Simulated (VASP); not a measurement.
Set up this calculation in VASP 6.6.1, as the native input.

```
Task                   : single point
Functional             : PBE
Potentials or basis    : VASP PAW PBE potentials, release 64 (Pb_d, O)
Cutoff                 : 520 eV
k mesh                 : 6 × 6 × 6
Occupations            : methfessel-paxton, width 0.1 eV
Spin                   : no spin polarisation
Dipole correction      : no
Further INCAR settings : ALGO = Normal; EDIFF = 1e-06; NBANDS = 20
```

The structure of PbO2 lies in POSCAR:

```
PbO2
1.0
    0.0000000000      2.7019920000      2.7019920000
    2.7019920000      0.0000000000      2.7019920000
    2.7019920000      2.7019920000      0.0000000000
Pb O
1 2
Direct
    0.0000000000      0.0000000000      0.0000000000
    0.7500000000      0.7500000000      0.7500000000
    0.2500000000      0.2500000000      0.2500000000
```

The input as run:

INCAR

```
SYSTEM = PbO2
PREC = Accurate
ENCUT = 520
EDIFF = 1E-6
ISMEAR = 1
SIGMA = 0.1
LREAL = .FALSE.
LASPH = .TRUE.
NELM = 100
ALGO = Normal
ISIF = 2
LWAVE = .FALSE.
LCHARG = .FALSE.
GGA = PE
NBANDS = 20
```

KPOINTS

```
regular mesh
0
G
  6 6 6
  0 0 0
```

Potentials or basis: VASP PAW PBE potentials, release 64 (Pb_d, O).

The run is started by

```bash
$ cat potpaw_PBE.64/Pb_d/POTCAR potpaw_PBE.64/O/POTCAR > POTCAR
$ mpirun -np 1 vasp_std > vasp.out
```

It gave:

```json
{
  "Pressure": "0.2 GPa",
  "Band gap on the k mesh": "zero (band 13 reaches 5.63 eV, above the bottom of band 14 at 4.44 eV)"
}
```

Caveat: spin-orbit coupling is left out, which moves the levels of the heavy elements.

It took 20 s on 1 thread of AMD EPYC 7R13, with other jobs on the host, peak memory 0.13 GiB.
